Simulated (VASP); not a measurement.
# Mg (Fm-3m) in VASP: single point with r2SCAN

Aim: the single point of Mg with r2SCAN.

All numbers are computed with VASP 6.6.1; they aren't measurements. Logs are shortened: lines on timing, memory, paths and dates and some standing lists are left out, and cuts for length are marked.

## 1. The cell of the first run

The structure is cubic, space group Fm-3m (No. 225). The conventional cell has a = 4.489 Å, b = 4.489 Å, c = 4.489 Å, α = 90.00°, β = 90.00°, γ = 90.00°. Within 4.2 Å of Mg (site symmetry m-3m) lie 12 Mg at 3.17 Å.

## 2. Single point, r2SCAN

The input, POSCAR:

```
Mg
1.0
    0.0000000000      2.2442560000      2.2442560000
    2.2442560000      0.0000000000      2.2442560000
    2.2442560000      2.2442560000      0.0000000000
Mg
1
Direct
    0.0000000000      0.0000000000      0.0000000000
```

The input, INCAR.step1:

```
SYSTEM = Mg
  PREC = Accurate
  ENCUT = 660
  ISMEAR = 0
  SIGMA = 0.1
  LREAL = .False.
  LASPH = .True.
  NELM = 120
  NBANDS = 7
  GGA = PE
  ALGO = Normal
  EDIFF = 1E-5
  LWAVE = .True.
  LCHARG = .False.
  GGA_COMPAT = .False.
```

The input, INCAR.step2:

```
SYSTEM = Mg
  PREC = Accurate
  ENCUT = 660
  EDIFF = 1E-6
  ISMEAR = 0
  SIGMA = 0.1
  LREAL = .False.
  LASPH = .True.
  NELM = 120
  ALGO = Normal
  ISIF = 2
  LWAVE = .False.
  LCHARG = .False.
  METAGGA = R2SCAN
  LMIXTAU = .True.
  NBANDS = 7
  ISTART = 1
  GGA_COMPAT = .False.
```

The input, KPOINTS:

```
Automatic mesh
0
Gamma
  8 8 8
  0 0 0
```

Potentials or basis: VASP PAW PBE potentials, release 64 (Mg).

On the command line:

```console
$ cat potpaw_PBE.64/Mg/POTCAR > POTCAR
$ cp INCAR.step1 INCAR
$ mpirun -np 1 vasp_std > vasp.out
$ cp INCAR.step2 INCAR
$ mpirun -np 1 vasp_std > vasp.out
```

OUTCAR:

```text
SYSTEM = Mg
   PREC = Accurate
   ENCUT = 660
   EDIFF = 1E-6
   ISMEAR = 0
   LREAL = .False.
   LASPH = .True.
   NELM = 120
   ISIF = 2
   METAGGA = R2SCAN
   ISTART = 1

 ion  position               nearest neighbor table
   1  0.000  0.000  0.000-

  LATTYP: Found a face centered cubic cell.
 ALAT       =     4.4885120000

  Lattice vectors:

 A1 = (   0.0000000000,   2.2442560000,   2.2442560000)
 A2 = (   2.2442560000,   0.0000000000,   2.2442560000)
 A3 = (   2.2442560000,   2.2442560000,   0.0000000000)

Analysis of symmetry for initial positions (statically):
=====================================================================
 Subroutine PRICEL returns:
 Original cell was already a primitive cell.

 Routine SETGRP: Setting up the symmetry group for a
 face centered cubic supercell.

 Subroutine GETGRP returns: Found 48 space group operations
 (whereof 48 operations were pure point group operations)
 out of a pool of 48 trial point group operations.

The static configuration has the point symmetry O_h .

Analysis of symmetry for dynamics (positions and initial velocities):
=====================================================================
 Subroutine PRICEL returns:
 Original cell was already a primitive cell.

 Routine SETGRP: Setting up the symmetry group for a
 face centered cubic supercell.

 Subroutine GETGRP returns: Found 48 space group operations
 (whereof 48 operations were pure point group operations)
 out of a pool of 48 trial point group operations.

The dynamic configuration has the point symmetry O_h .

 Subroutine INISYM returns: Found 48 space group operations
 (whereof 48 operations are pure point group operations),
 and found     1 'primitive' translations

----------------------------------------------------------------------------------------

                                     Primitive cell

  volume of cell :      22.6072

  direct lattice vectors                    reciprocal lattice vectors
     0.000000000  2.244256000  2.244256000    -0.222790983  0.222790983  0.222790983
     2.244256000  0.000000000  2.244256000     0.222790983 -0.222790983  0.222790983
     2.244256000  2.244256000  0.000000000     0.222790983  0.222790983 -0.222790983

  length of vectors
     3.173857273  3.173857273  3.173857273     0.385885302  0.385885302  0.385885302

  position of ions in fractional coordinates (direct lattice)
     0.000000000  0.000000000  0.000000000

  ion indices of the primitive-cell ions
   primitive index   ion index
                 1           1

----------------------------------------------------------------------------------------

 KPOINTS: Automatic mesh

Automatic generation of k-mesh.
 Grid dimensions read from file:
 generate k-points for:    8    8    8

 Generating k-lattice:

  Cartesian coordinates                     Fractional coordinates (reciprocal lattice)
    -0.027848873  0.027848873  0.027848873     0.125000000  0.000000000  0.000000000
     0.027848873 -0.027848873  0.027848873     0.000000000  0.125000000  0.000000000
     0.027848873  0.027848873 -0.027848873     0.000000000  0.000000000  0.125000000

  Length of vectors
     0.048235663  0.048235663  0.048235663

  Shift w.r.t. Gamma in fractional coordinates (k-lattice)
     0.000000000  0.000000000  0.000000000

 Subroutine IBZKPT returns following result:
 ===========================================

 Found     29 irreducible k-points:

 Following reciprocal coordinates:
            Coordinates               Weight
  0.000000  0.000000  0.000000      1.000000
  0.125000  0.000000  0.000000      8.000000
  0.250000  0.000000  0.000000      8.000000
  0.375000  0.000000  0.000000      8.000000
  0.500000  0.000000  0.000000      4.000000
  0.125000  0.125000  0.000000      6.000000
[... 16 lines left out ...]
  0.500000  0.250000  0.125000     48.000000
 -0.375000  0.250000  0.125000     24.000000
 [... further k-points ...]
   k-points           NKPTS =     29   k-points in BZ     NKDIM =     29   number of bands    NBANDS=      7
   number of dos      NEDOS =    301   number of ions     NIONS =      1
   total plane-waves  NPLWV =  21952
   dimension x,y,z NGX =    28 NGY =   28 NGZ =   28
   dimension x,y,z NGXF=    56 NGYF=   56 NGZF=   56
   ions per type =               1
   NGX,Y,Z   is equivalent  to a cutoff of  14.67, 14.67, 14.67 a.u.
   NGXF,Y,Z  is equivalent  to a cutoff of  29.33, 29.33, 29.33 a.u.
 SYSTEM =  Mg
   PREC   = accura    normal or accurate (medium, high low for compatibility)
   ISTART =      1    job   : 0-new  1-cont  2-samecut
   ICHARG =      0    charge: 1-file 2-atom 10-const
   ISPIN  =      1    spin polarized calculation?
   LNONCOLLINEAR =      F non collinear calculations
   LSORBIT =      F    spin-orbit coupling
   LASPH  =      T    aspherical Exc in radial PAW
   ENCUT  =  660.0 eV  48.51 Ry    6.96 a.u.   6.65  6.65  6.65*2*pi/ulx,y,z
   NELM   =    120;   NELMIN=  2; NELMDL=  0     # of ELM steps
   EDIFF  = 0.1E-05   stopping-criterion for ELM
   LREAL  =      F    real-space projection
   EDIFFG = 0.1E-04   stopping-criterion for IOM
   NSW    =      0    number of steps for IOM
   IBRION =     -1    ionic relax: 0-MD 1-quasi-New 2-CG
   NFREE  =      0    steps in history (QN), initial steepest desc. (CG)
   ISIF   =      2    stress and relaxation
   ISYM   =      2    0-nonsym 1-usesym 2-fastsym
   POTIM  = 0.5000    time-step for ionic-motion
   TEBEG  =    0.0;   TEEND  =   0.0 temperature during run
   PSTRESS=    0.0 pullay stress
   NELECT =       2.0000    total number of electrons
   NUPDOWN=      -1.0000    fix difference up-down
   EMIN   =  10.00;   EMAX   =-10.00  energy-range for DOS
   EFERMI =   0.00;   METHOD = LEGACY
   ISMEAR =     0;   SIGMA  =   0.10  broadening in eV -4-tet -1-fermi 0-gaus
   EFERMI_NEDOS =   21; number of points for ismear=-14 and -15
   IALGO  =     38    algorithm
   IMIX   =      4    mixing-type and parameters
     AMIX     =   0.40;   BMIX     =  1.00
     AMIX_MAG =   1.60;   BMIX_MAG =  1.00
  volume/ion in A,a.u.               =      22.61       152.56
  Fermi-wavevector in a.u.,A,eV,Ry     =   0.729462  1.378483  7.239854  0.532114
  Thomas-Fermi vector in A             =   1.821189
   LORBIT       =      0    0 simple, 1 ext, 2 COOP (PROOUT), +10 PAW based schemes
   METAGGA = R2SCAN    functional components
   LHFCALC =     F    Hartree Fock is set to
   AEXX    =    0.0000 exact exchange contribution
   IVDW    =     0    specifies the selected vdW correction
   LEPSILON=     F    determine dielectric tensor
   LRPA    =     F    only Hartree local field effects (RPA)
 non-spin polarized calculation
 Gauss-broadening in eV      SIGMA  =   0.10
  energy-cutoff  :      660.00
  volume of cell :       22.61
 maximum number of plane-waves:       893
   NGX = 13   NGY = 13   NGZ = 13

 number of electron       2.0000000 magnetization

 Free energy of the ion-electron system (eV)
  ---------------------------------------------------
  ext. energy  EPLUGINS =         0.00000000
  ---------------------------------------------------
  free energy    TOTEN  =        -4.13009201 eV

  energy without entropy =       -4.12491639  energy(sigma->0) =       -4.12750420

 E-fermi :   2.4518     XC(G=0):  -9.0922

 val. band max:        2.4258387988   @ k =   0.5000   0.5000   0.0000
 cond. band min:       2.4739091801   @ k =   0.5000   0.1250   0.0000
 fundamental gap:      0.0480703813
 Fermi energy:         2.4517635212

 k-point     1 :       0.0000    0.0000    0.0000
  band No.  band energies     occupation
      1      -4.7342      2.00000
      2      16.0026      0.00000
      3      16.0026      0.00000
      4      16.0026      0.00000
      5      18.3378      0.00000
      6      18.3378      0.00000
      7      18.3378      0.00000

 k-point     2 :       0.1250    0.0000    0.0000
  band No.  band energies     occupation
      1      -4.3608      2.00000
      2      12.3227      0.00000
      3      15.4211      0.00000
      4      15.4211      0.00000
      5      17.9368      0.00000
      6      19.5452      0.00000
      7      19.5452      0.00000

 k-point     3 :       0.2500    0.0000    0.0000
  band No.  band energies     occupation
      1      -3.2491      2.00000
      2       8.0589      0.00000
      3      14.8139      0.00000
      4      14.8139      0.00000
      5      17.3253      0.00000
      6      18.3864      0.00000
      7      18.3864      0.00000

 k-point     4 :       0.3750    0.0000    0.0000
  band No.  band energies     occupation
      1      -1.4265      2.00000
      2       4.3040      0.00000
      3      14.6743      0.00000
      4      14.6743      0.00000
      5      16.6963      0.00000
      6      16.6963      0.00000
      7      17.1216      0.00000

 k-point     5 :       0.5000    0.0000    0.0000
  band No.  band energies     occupation
      1       0.7596      2.00000
      2       1.4706      2.00000
      3      14.8163      0.00000
      4      14.8164      0.00000
      5      15.9370      0.00000
      6      15.9370      0.00000
      7      17.1902      0.00000
[... 161 lines left out ...]
 k-point    22 :       0.3750    0.2500    0.1250
  band No.  band energies     occupation
      1      -2.2716      2.00000
      2       8.3118      0.00000
      3       9.7952      0.00000
      4      12.9203      0.00000
      5      15.6419      0.00000
      6      17.9432      0.00000
      7      20.1548      0.00000

 k-point    23 :       0.5000    0.2500    0.1250
  band No.  band energies     occupation
      1      -0.4693      2.00000
      2       5.1494      0.00000
      3       9.0386      0.00000
      4      11.1667      0.00000
      5      16.3952      0.00000
      6      18.3200      0.00000
      7      20.3959      0.00000

 k-point    24 :      -0.3750    0.2500    0.1250
  band No.  band energies     occupation
      1       1.6793      2.00000
      2       2.3996      1.53922
      3       9.1242      0.00000
      4      10.3751      0.00000
      5      17.0510      0.00000
      6      17.1410      0.00000
      7      23.5570      0.00000

 [... further k-points ...]

------------------------ aborting loop because EDIFF is reached ----------------------------------------

  FORCE on cell =-STRESS in cart. coord.  units (eV):
  Direction    XX          YY          ZZ          XY          YZ          ZX
  --------------------------------------------------------------------------------------
  -------------------------------------------------------------------------------------
  Total       -0.0059564     -0.0059564     -0.0059564     -0.0000000     -0.0000000     -0.0000000
  in kB       -0.4221325     -0.4221325     -0.4221325     -0.0000000     -0.0000000     -0.0000000
  external PRESSURE =      -0.4221325 kB  Pullay stress =       0.0000000 kB

 VOLUME and BASIS-vectors are now :
 -----------------------------------------------------------------------------
  energy-cutoff  :      660.00
  volume of cell :       22.61
      direct lattice vectors                 reciprocal lattice vectors
     0.000000000  2.244256000  2.244256000    -0.222790983  0.222790983  0.222790983
     2.244256000  0.000000000  2.244256000     0.222790983 -0.222790983  0.222790983
     2.244256000  2.244256000  0.000000000     0.222790983  0.222790983 -0.222790983

 POSITION                                       TOTAL-FORCE (eV/Angst)
 -----------------------------------------------------------------------------------
      0.00000      0.00000      0.00000         0.000000      0.000000     -0.000000
 -----------------------------------------------------------------------------------
    total drift:                                0.000000     -0.000000     -0.000000

  FREE ENERGIE OF THE ION-ELECTRON SYSTEM (eV)
  ---------------------------------------------------
  free  energy   TOTEN  =        -4.1300920075 eV

  energy  without entropy=       -4.1249163866  energy(sigma->0) =       -4.12750420
```

Wall time 58 s (1 thread of Intel Xeon 8259CL, shared host); peak memory 0.16 GiB.

What came out:

| Item | Value |
| --- | --- |
| Free energy | -4.1301 eV |
| Pressure | 0.0 GPa |
| Band gap on the k mesh | zero (band 1 reaches 4.23 eV, above the bottom of band 2 at 1.47 eV) |

Caveat: the PAW data sets were made with another functional, which shifts forces and pressure a little.
